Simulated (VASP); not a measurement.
# Hf (P6_3/mmc) in VASP: density of states with PBE

Aim: the density of states of Hf with PBE.

Program: VASP 6.6.1. These are calculated values, not measurements. Logs are shortened: lines on timing, memory, paths and dates and some standing lists are left out, and cuts for length are marked.

## Step 1: The cell of the first run

It takes space group P6_3/mmc (No. 194, hexagonal). The conventional cell has a = 3.205 Å, b = 3.205 Å, c = 5.068 Å, α = 90.00°, β = 90.00°, γ = 120.00°. Within 4.1 Å of Hf (site symmetry -6m2) lie 12 Hf at 3.14 to 3.20 Å.

## Step 2: Density of states, PBE

File POSCAR:

```
Hf
1.0
    3.2048170803      0.0000000000      0.0000000000
   -1.6024085401      2.7754530060      0.0000000000
    0.0000000000      0.0000000000      5.0676930649
Hf
2
Direct
    0.3333333333      0.6666666667      0.2500000000
    0.6666666667      0.3333333333      0.7500000000
```

File INCAR.step1:

```
SYSTEM = Hf
PREC = Accurate
ENCUT = 520
EDIFF = 1E-6
ISMEAR = 0
SIGMA = 0.1
LREAL = .False.
LASPH = .True.
NELM = 80
ALGO = Normal
ISIF = 2
LWAVE = .False.
LCHARG = .True.
LMAXMIX = 4
GGA = PE
NBANDS = 17
```

File KPOINTS.step1:

```
regular mesh
0
Gamma
  15 15 8
  0 0 0
```

File INCAR.step2:

```
SYSTEM = Hf
PREC = Accurate
ENCUT = 520
EDIFF = 1E-6
ISMEAR = -5
SIGMA = 0.1
LREAL = .False.
LASPH = .True.
NELM = 80
ALGO = Normal
ISIF = 2
LWAVE = .False.
LCHARG = .False.
LMAXMIX = 4
GGA = PE
LORBIT = 11
NBANDS = 17
NEDOS = 1001
ICHARG = 11
```

File KPOINTS.step2:

```
regular mesh
0
Gamma
  23 23 12
  0 0 0
```

Potentials or basis: VASP PAW PBE potentials, release 64 (Hf_pv).

Command:

```console
$ cat potpaw_PBE.64/Hf_pv/POTCAR > POTCAR
$ cp INCAR.step1 INCAR
$ cp KPOINTS.step1 KPOINTS
$ mpirun -np 1 vasp_std > vasp.out
$ cp INCAR.step2 INCAR
$ cp KPOINTS.step2 KPOINTS
$ mpirun -np 1 vasp_std > vasp.out
```

OUTCAR:

```text
SYSTEM = Hf
   PREC = Accurate
   ENCUT = 520
   EDIFF = 1E-6
   ISMEAR = -5
   LREAL = .False.
   LASPH = .True.
   NELM = 80
   ISIF = 2
   GGA = PE
   LORBIT = 11
   ICHARG = 11

 ion  position               nearest neighbor table
   1  0.333  0.667  0.250-   2 3.14   2 3.14   2 3.14   2 3.14   2 3.14   2 3.14
   2  0.667  0.333  0.750-   1 3.14   1 3.14   1 3.14   1 3.14   1 3.14   1 3.14

  LATTYP: Found a hexagonal cell.
 ALAT       =     3.2048170803
 C/A-ratio  =     1.5812737320

  Lattice vectors:

 A1 = (   3.2048170803,   0.0000000000,   0.0000000000)
 A2 = (  -1.6024085401,   2.7754530060,   0.0000000000)
 A3 = (   0.0000000000,   0.0000000000,   5.0676930649)

Analysis of symmetry for initial positions (statically):
=====================================================================
 Subroutine PRICEL returns:
 Original cell was already a primitive cell.

 Routine SETGRP: Setting up the symmetry group for a
 hexagonal supercell.

 Subroutine GETGRP returns: Found 24 space group operations
 (whereof 12 operations were pure point group operations)
 out of a pool of 24 trial point group operations.

The static configuration has the point symmetry D_3d.
 The point group associated with its full space group is D_6h.

Analysis of symmetry for dynamics (positions and initial velocities):
=====================================================================
 Subroutine PRICEL returns:
 Original cell was already a primitive cell.

 Routine SETGRP: Setting up the symmetry group for a
 hexagonal supercell.

 Subroutine GETGRP returns: Found 24 space group operations
 (whereof 12 operations were pure point group operations)
 out of a pool of 24 trial point group operations.

The dynamic configuration has the point symmetry D_3d.
 The point group associated with its full space group is D_6h.

 Subroutine INISYM returns: Found 24 space group operations
 (whereof 12 operations are pure point group operations),
 and found     1 'primitive' translations

----------------------------------------------------------------------------------------

                                     Primitive cell

  volume of cell :      45.0762

  direct lattice vectors                    reciprocal lattice vectors
     3.204817080  0.000000000  0.000000000     0.312030289  0.180150771  0.000000000
    -1.602408540  2.775453006  0.000000000     0.000000000  0.360301543  0.000000000
     0.000000000  0.000000000  5.067693065     0.000000000  0.000000000  0.197328447

  length of vectors
     3.204817080  3.204817080  5.067693065     0.360301543  0.360301543  0.197328447

  position of ions in fractional coordinates (direct lattice)
     0.333333333  0.666666667  0.250000000
     0.666666667  0.333333333  0.750000000

  ion indices of the primitive-cell ions
   primitive index   ion index
                 1           1
                 2           2

----------------------------------------------------------------------------------------

 KPOINTS: regular mesh

Automatic generation of k-mesh.
 Grid dimensions read from file:
 generate k-points for:   23   23   12

 Generating k-lattice:

  Cartesian coordinates                     Fractional coordinates (reciprocal lattice)
     0.013566534  0.007832642  0.000000000     0.043478261 -0.000000000  0.000000000
     0.000000000  0.015665284  0.000000000     0.000000000  0.043478261  0.000000000
     0.000000000  0.000000000  0.016444037     0.000000000  0.000000000  0.083333333

  Length of vectors
     0.015665284  0.015665284  0.016444037

  Shift w.r.t. Gamma in fractional coordinates (k-lattice)
     0.000000000  0.000000000  0.000000000

 TETIRR: Found   6486 inequivalent tetrahedra from    38088

 Subroutine IBZKPT returns following result:
 ===========================================

 Found    392 irreducible k-points:

 Following reciprocal coordinates:
            Coordinates               Weight
  0.000000  0.000000  0.000000      1.000000
  0.043478 -0.000000  0.000000      6.000000
  0.086957  0.000000  0.000000      6.000000
  0.130435  0.000000  0.000000      6.000000
  0.173913  0.000000  0.000000      6.000000
  0.217391 -0.000000  0.000000      6.000000
[... 16 lines left out ...]
  0.478261  0.043478  0.000000      6.000000
  0.086957  0.086957  0.000000      6.000000
 [... further k-points ...]
   k-points           NKPTS =    392   k-points in BZ     NKDIM =    392   number of bands    NBANDS=     17
   number of dos      NEDOS =   1001   number of ions     NIONS =      2
   total plane-waves  NPLWV =  23040
   dimension x,y,z NGX =    24 NGY =   24 NGZ =   40
   dimension x,y,z NGXF=    48 NGYF=   48 NGZF=   80
   ions per type =               2
   NGX,Y,Z   is equivalent  to a cutoff of  12.45, 12.45, 13.12 a.u.
   NGXF,Y,Z  is equivalent  to a cutoff of  24.90, 24.90, 26.24 a.u.
 SYSTEM =  Hf
   PREC   = accura    normal or accurate (medium, high low for compatibility)
   ISTART =      0    job   : 0-new  1-cont  2-samecut
   ICHARG =     11    charge: 1-file 2-atom 10-const
   ISPIN  =      1    spin polarized calculation?
   LNONCOLLINEAR =      F non collinear calculations
   LSORBIT =      F    spin-orbit coupling
   LASPH  =      T    aspherical Exc in radial PAW
   ENCUT  =  520.0 eV  38.22 Ry    6.18 a.u.   5.96  5.96  9.42*2*pi/ulx,y,z
   NELM   =     80;   NELMIN=  2; NELMDL=  0     # of ELM steps
   EDIFF  = 0.1E-05   stopping-criterion for ELM
   LREAL  =      F    real-space projection
   EDIFFG = 0.1E-04   stopping-criterion for IOM
   NSW    =      0    number of steps for IOM
   IBRION =     -1    ionic relax: 0-MD 1-quasi-New 2-CG
   NFREE  =      0    steps in history (QN), initial steepest desc. (CG)
   ISIF   =      2    stress and relaxation
   ISYM   =      2    0-nonsym 1-usesym 2-fastsym
   POTIM  = 0.5000    time-step for ionic-motion
   TEBEG  =    0.0;   TEEND  =   0.0 temperature during run
   PSTRESS=    0.0 pullay stress
   NELECT =      20.0000    total number of electrons
   NUPDOWN=      -1.0000    fix difference up-down
   EMIN   =  10.00;   EMAX   =-10.00  energy-range for DOS
   EFERMI =   0.00;   METHOD = LEGACY
   ISMEAR =    -5;   SIGMA  =   0.10  broadening in eV -4-tet -1-fermi 0-gaus
   EFERMI_NEDOS =   21; number of points for ismear=-14 and -15
   IALGO  =     38    algorithm
   IMIX   =      4    mixing-type and parameters
     AMIX     =   0.40;   BMIX     =  1.00
     AMIX_MAG =   1.60;   BMIX_MAG =  1.00
  volume/ion in A,a.u.               =      22.54       152.09
  Fermi-wavevector in a.u.,A,eV,Ry     =   1.248636  2.359579 21.212716  1.559091
  Thomas-Fermi vector in A             =   2.382713
   LORBIT       =     11    0 simple, 1 ext, 2 COOP (PROOUT), +10 PAW based schemes
   GGA     = PE    functional components
   LHFCALC =     F    Hartree Fock is set to
   AEXX    =    0.0000 exact exchange contribution
   IVDW    =     0    specifies the selected vdW correction
   LEPSILON=     F    determine dielectric tensor
   LRPA    =     F    only Hartree local field effects (RPA)
 non-spin polarized calculation
 Fermi weights with tetrahedron method with Bloechl corrections
  energy-cutoff  :      520.00
  volume of cell :       45.08
 maximum number of plane-waves:      1236
 NGX is ok and might be reduce to    24

 number of electron      20.0000005 magnetization

 Free energy of the ion-electron system (eV)
  ---------------------------------------------------
  ext. energy  EPLUGINS =         0.00000000
  ---------------------------------------------------
  free energy    TOTEN  =       -19.85036390 eV

  energy without entropy =      -19.85036390  energy(sigma->0) =      -19.85036390

 E-fermi :   4.8809     XC(G=0): -11.2496

 val. band max:        4.8874736955   @ k =   0.0870   0.0435   0.0833
 cond. band min:       4.8445416568   @ k =   0.3913   0.1739   0.5000
 fundamental gap:     -0.0429320387
 Fermi energy:         4.8808606942

 k-point     1 :       0.0000    0.0000    0.0000
  band No.  band energies     occupation
      1     -26.2167      2.00000
      2     -25.4889      2.00000
      3     -25.4889      2.00000
      4     -25.3704      2.00000
      5     -25.3637      2.00000
      6     -25.3637      2.00000
[... 9 lines left out ...]
     16       7.4840      0.00000
     17      10.1593      0.00000

 k-point     2 :       0.0435   -0.0000    0.0000
  band No.  band energies     occupation
      1     -26.2119      2.00000
      2     -25.4992      2.00000
      3     -25.4924      2.00000
      4     -25.3746      2.00000
      5     -25.3726      2.00000
      6     -25.3651      2.00000
[... 9 lines left out ...]
     16       7.4272      0.00000
     17      10.2134      0.00000

 k-point     3 :       0.0870    0.0000    0.0000
  band No.  band energies     occupation
      1     -26.1977      2.00000
      2     -25.5292      2.00000
      3     -25.5024      2.00000
      4     -25.4062      2.00000
      5     -25.3792      2.00000
      6     -25.3691      2.00000
[... 9 lines left out ...]
     16       7.2729      0.00000
     17      10.3297      0.00000

 k-point     4 :       0.1304    0.0000    0.0000
  band No.  band energies     occupation
      1     -26.1745      2.00000
      2     -25.5768      2.00000
      3     -25.5181      2.00000
      4     -25.4557      2.00000
      5     -25.3903      2.00000
      6     -25.3759      2.00000
[... 9 lines left out ...]
     16       7.3105      0.00000
     17      10.5043      0.00000

 k-point     5 :       0.1739    0.0000    0.0000
  band No.  band energies     occupation
      1     -26.1434      2.00000
      2     -25.6385      2.00000
      3     -25.5379      2.00000
      4     -25.5183      2.00000
      5     -25.4058      2.00000
      6     -25.3849      2.00000
[... 9 lines left out ...]
     16       7.6504      0.00000
     17      10.6713      0.00000

 k-point     6 :       0.2174   -0.0000    0.0000
  band No.  band energies     occupation
      1     -26.1053      2.00000
      2     -25.7096      2.00000
      3     -25.5889      2.00000
      4     -25.5602      2.00000
      5     -25.4257      2.00000
      6     -25.3958      2.00000
[... 9 lines left out ...]
     16       8.0726      0.00000
     17      10.8350      0.00000
[... 281 lines left out ...]
 k-point    21 :       0.3913    0.0435    0.0000
  band No.  band energies     occupation
      1     -25.9994      2.00000
      2     -25.8999      2.00000
      3     -25.8619      2.00000
      4     -25.6525      2.00000
      5     -25.5552      2.00000
      6     -25.4505      2.00000
[... 9 lines left out ...]
     16      10.7137      0.00000
     17      11.2035      0.00000

 k-point    22 :       0.4348    0.0435    0.0000
  band No.  band energies     occupation
      1     -26.0288      2.00000
      2     -25.8876      2.00000
      3     -25.8688      2.00000
      4     -25.6619      2.00000
      5     -25.5786      2.00000
      6     -25.4557      2.00000
[... 9 lines left out ...]
     16      11.2285      0.00000
     17      11.3209      0.00000

 k-point    23 :       0.4783    0.0435    0.0000
  band No.  band energies     occupation
      1     -26.0389      2.00000
      2     -25.8963      2.00000
      3     -25.8569      2.00000
      4     -25.6651      2.00000
      5     -25.5879      2.00000
      6     -25.4575      2.00000
[... 9 lines left out ...]
     16      11.2369      0.00000
     17      11.9789      0.00000

 k-point    24 :       0.0870    0.0870    0.0000
  band No.  band energies     occupation
      1     -26.1610      2.00000
      2     -25.5955      2.00000
      3     -25.5464      2.00000
      4     -25.4666      2.00000
      5     -25.3969      2.00000
      6     -25.3857      2.00000
[... 9 lines left out ...]
     16       7.5239      0.00000
     17      10.5233      0.00000

 [... further k-points ...]

------------------------ aborting loop because EDIFF is reached ----------------------------------------

  FORCE on cell =-STRESS in cart. coord.  units (eV):
  Direction    XX          YY          ZZ          XY          YZ          ZX
  --------------------------------------------------------------------------------------
  -------------------------------------------------------------------------------------
  Total       -0.1203548     -0.1203548     -0.1582358     -0.0000000      0.0000000      0.0000000
  in kB       -4.2778583     -4.2778583     -5.6242938     -0.0000000      0.0000000      0.0000000
  external PRESSURE =      -4.7266701 kB  Pullay stress =       0.0000000 kB

 VOLUME and BASIS-vectors are now :
 -----------------------------------------------------------------------------
  energy-cutoff  :      520.00
  volume of cell :       45.08
      direct lattice vectors                 reciprocal lattice vectors
     3.204817080  0.000000000  0.000000000     0.312030289  0.180150771  0.000000000
    -1.602408540  2.775453006  0.000000000     0.000000000  0.360301543  0.000000000
     0.000000000  0.000000000  5.067693065     0.000000000  0.000000000  0.197328447

 POSITION                                       TOTAL-FORCE (eV/Angst)
 -----------------------------------------------------------------------------------
     -0.00000      1.85030      1.26692         0.000000      0.000000      0.000000
      1.60241      0.92515      3.80077        -0.000000     -0.000000      0.000000
 -----------------------------------------------------------------------------------
    total drift:                               -0.000000      0.000000     -0.000000

  FREE ENERGIE OF THE ION-ELECTRON SYSTEM (eV)
  ---------------------------------------------------
  free  energy   TOTEN  =       -19.8503638970 eV

  energy  without entropy=      -19.8503638970  energy(sigma->0) =      -19.85036390

 total charge

# of ion       s       p       d       tot
------------------------------------------
    1        0.392   6.385   1.536   8.313
    2        0.392   6.385   1.536   8.313
--------------------------------------------------
tot          0.783  12.769   3.072  16.625
```

Run time: 97 s. Hardware: 1 thread of Intel Xeon Platinum 8488C (Sapphire Rapids), shared host; peak memory 0.35 GiB.

What came out:

| Quantity | Value |
| --- | --- |
| Valence electrons inside the program's atomic spheres | Hf 8.31 |

Caveat: spin-orbit coupling is left out, which moves the levels of the heavy elements; tetrahedron occupations give inexact forces and stress in metals.
